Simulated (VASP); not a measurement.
A run of VASP 6.6.1 is set up as follows.

File INCAR:

```
SYSTEM = Si13O24
  ALGO = Normal
  EDIFF = 1E-6
  ENCUT = 520
  GGA = PE
  ISIF = 2
  ISMEAR = -1
  LASPH = .True.
  LCHARG = .False.
  LREAL = Auto
  LWAVE = .False.
  NBANDS = 122
  NELM = 100
  PREC = Accurate
  SIGMA = 0.05
```

Contents of KPOINTS:

```
k-points
0
Gamma
  1 1 1
  0 0 0
```

Contents of POSCAR:

```
Si13O24
1.0
   -2.4582790000      4.2578640000      5.4316250000
    4.9165580000      0.0000000000      5.4316250000
    4.9165580000      8.5157280000      0.0000000000
Si O
13 24
Direct
    0.4219863229      0.9493223589      0.0317320234
    0.0168707773      0.0156997552      0.2649990102
    0.1305989722      0.5803297836      0.9416379107
    0.4145772117      0.8920547765      0.5409342385
    0.0064006888     -0.0016423611      0.7680867419
    0.0670570106      0.5965933063      0.4498755947
    0.8916438018      0.4583451049      0.2608314550
    0.4943519828      0.4715856262      0.4796977819
    0.6180728098      0.0711948700      0.2079216305
    0.8857681505      0.4461666617      0.7831198786
    0.4970995698      0.5018271192      0.0529518387
    0.6092959603      0.0422003070      0.6934989517
    0.4440740088      0.4631083770      0.7862539786
    0.5830566806      1.0193605097      0.0720422528
    0.6017369678      0.3108401935      0.1671645999
    0.1967375270      0.0433267165      0.1148998137
    0.2882049631      0.4614866824      1.0639970031
    0.9431515412      0.2159322861      0.3221250237
    0.9293562462      0.5332671093      0.0837515171
    0.5817139269      0.8898949914      0.6151247204
    0.5938303542      0.2488129787      0.5617691388
    0.1940315025      0.0019230099      0.6191965078
    0.2879601880      0.4591779168      0.4632127162
    0.9322690276      0.2075263314      0.8145583327
    0.8997210528      0.5481227760      0.6065056590
    0.0146256025      0.5440133003      0.3247007166
    0.0836880413      0.8279829992      0.4002147990
    0.6535054036      0.5492649703      0.3300822914
    0.8408595937      0.9658463816      0.2272879556
    0.4333281590      0.6443922840      0.5769468713
    0.4572853910     -0.0043348201      0.3633864121
    0.0426029677      0.5096543626      0.8288180349
    0.0689000436      0.8284689121      0.9095444850
    0.6404878073      0.5240374518      0.8724555548
    0.8278889257      0.9613071193      0.7241204512
    0.4644731552      0.7084521777      0.0904279963
    0.4402018645      0.0236709739      0.8530912120
```

Potentials or basis: VASP PAW PBE potentials, release 64 (Si, O).

The run is started by

```console
$ cat potpaw_PBE.64/Si/POTCAR potpaw_PBE.64/O/POTCAR > POTCAR
$ mpirun -np 1 vasp_gam > vasp.out
```

Task: Predict the pressure.

Result: 3.9 GPa.

Task: Estimate the largest force.

Result: 0.121 eV/Å.

Task: What does it give for the band gap on the k mesh?

Result: 2.02 eV.

Forces in eV/Å, atoms in the order of the input:
```
Si  -0.025 -0.040  0.008
Si  -0.034 -0.020 -0.038
Si  -0.064 -0.080  0.063
Si   0.037 -0.029 -0.002
Si   0.062  0.026 -0.057
Si   0.040  0.022 -0.053
Si   0.036 -0.058  0.037
Si  -0.031 -0.027 -0.023
Si  -0.040  0.023 -0.019
Si   0.032 -0.027  0.041
Si   0.056  0.068  0.030
Si  -0.074 -0.003 -0.064
Si   0.011  0.015 -0.050
O    0.040 -0.038 -0.015
O    0.005 -0.007  0.029
O    0.001  0.008  0.016
O    0.031  0.012 -0.072
O    0.049  0.003  0.002
O    0.010  0.031 -0.054
O    0.020  0.035  0.053
O    0.000 -0.026  0.012
O    0.023 -0.017 -0.008
O    0.026  0.037  0.022
O   -0.077  0.062  0.006
O   -0.046 -0.040  0.014
O   -0.005  0.015  0.000
O    0.004 -0.012  0.007
O   -0.016  0.033 -0.012
O    0.002  0.046  0.025
O   -0.018  0.022 -0.005
O   -0.040 -0.018  0.017
O   -0.020  0.016 -0.001
O   -0.047 -0.013  0.002
O    0.017 -0.052 -0.003
O    0.034  0.015  0.037
O   -0.003  0.017  0.035
O    0.005  0.003  0.022
```

Caveat: the k points lie up to 0.94 Å⁻¹ apart.
